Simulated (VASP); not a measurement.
**Ni: single point with PBEsol**

Ni:

```
CELL_PARAMETERS angstrom
0.00000 1.73121 1.73121
1.73121 0.00000 1.73121
1.73121 1.73121 0.00000
ATOMIC_POSITIONS crystal
Ni 0.00000 0.00000 0.00000
```

| Quantity | Value |
| --- | --- |
| Program | VASP 6.6.1 |
| Task | single point |
| Functional | PBEsol |
| Potentials or basis | VASP PAW PBE potentials, release 64 (Ni) |
| Cutoff | 520 eV |
| k mesh | 21 × 21 × 21 |
| Occupations | fermi-dirac, width 0.05 eV |
| Spin | collinear spin, ferromagnetic start |
| Starting moments | [1.0] μB |
| Dipole correction | no |
| Further INCAR settings | ALGO = Normal; EDIFF = 1e-07; NBANDS = 15 |

* Pressure: -0.1 GPa
* Net moment: 0.59 μB per cell
* Site moments: Ni +0.60 μB
* Valence electrons inside the program's atomic spheres: Ni 9.40

Levels at points of the mesh, in eV from the Fermi level:
Spin up:
```csv
k point,band 3,band 4,band 5,band 6,band 7,band 8
"(0.00, 0.00, 0.00)",-2.53,-2.53,-1.28,-1.28,24.10,28.31
```
Spin down:
```csv
k point,band 2,band 3,band 4,band 5,band 6,band 7,band 8,band 9
"(0.00, 0.00, 0.00)",-1.84,-1.84,-1.84,-0.70,-0.70,24.00,28.31,28.31
```

Wall time 56 s on 1 thread of Intel(R) Xeon(R) Platinum 8488C (Sapphire Rapids), with other jobs on the host, peak memory 0.18 GiB.

Caveat: the PAW data sets were made with another functional, which shifts forces and pressure a little.
